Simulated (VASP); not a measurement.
Wanted: the native input for a VASP 6.6.1 run.

| Property | Result |
| --- | --- |
| Task | single point |
| Functional | BLYP |
| Potentials or basis | VASP PAW PBE potentials, release 64 (Li_sv, O) |
| Cutoff | 750 eV |
| k mesh | 6 × 6 × 6 |
| Occupations | gaussian, width 0.1 eV |
| Spin | no spin polarisation |
| Hubbard terms | O p U = 4.3 eV |
| Dipole correction | no |
| Further INCAR settings | ALGO = Normal; EDIFF = 1e-06; NBANDS = 13 |

The structure of Li2O lies in POSCAR:

```
Li2O
1.0
    0.0000000000      2.3268543819      2.3268543819
    2.3268543819      0.0000000000      2.3268543819
    2.3268543819      2.3268543819      0.0000000000
Li O
2 1
Direct
    0.7500000000      0.7500000000      0.7500000000
    0.2500000000      0.2500000000      0.2500000000
    0.0000000000      0.0000000000      0.0000000000
```

These files were run (other wordings do the same):

INCAR

```
SYSTEM = Li2O
PREC = Accurate ; ENCUT = 750
EDIFF = 1E-6 ; ISMEAR = 0
SIGMA = 0.1 ; LREAL = .False.
LASPH = .True. ; NELM = 200
ALGO = Normal ; ISIF = 2
LWAVE = .False. ; LCHARG = .True.
LDAU = .True. ; LDAUTYPE = 2
LDAUL = -1 1 ; LDAUU = 0 4.3
LDAUJ = 0 0 ; LDAUPRINT = 1
GGA = B5 ; ALDAX = 1.0
AGGAX = 1.0 ; AGGAC = 1.0
ALDAC = 0.0 ; LELF = .True.
LVHAR = .True. ; NBANDS = 13
GGA_COMPAT = .False.
```

KPOINTS

```
Automatic mesh
0
Gamma
  6 6 6
  0 0 0
```

Potentials or basis: VASP PAW PBE potentials, release 64 (Li_sv, O).

Command:

```sh
$ cat potpaw_PBE.64/Li_sv/POTCAR potpaw_PBE.64/O/POTCAR > POTCAR
$ mpirun -np 1 vasp_std > vasp.out
```

It gave:

| Item | Value |
| --- | --- |
| Pressure | -2.0 GPa |
| Band gap on the k mesh | 5.40 eV (least direct gap 5.60 eV) |

Caveat: the PAW data sets were made with another functional, which shifts forces and pressure a little.

Wall time 39 s on 1 thread of Intel Xeon 8259CL (shared host), peak memory 0.13 GiB.
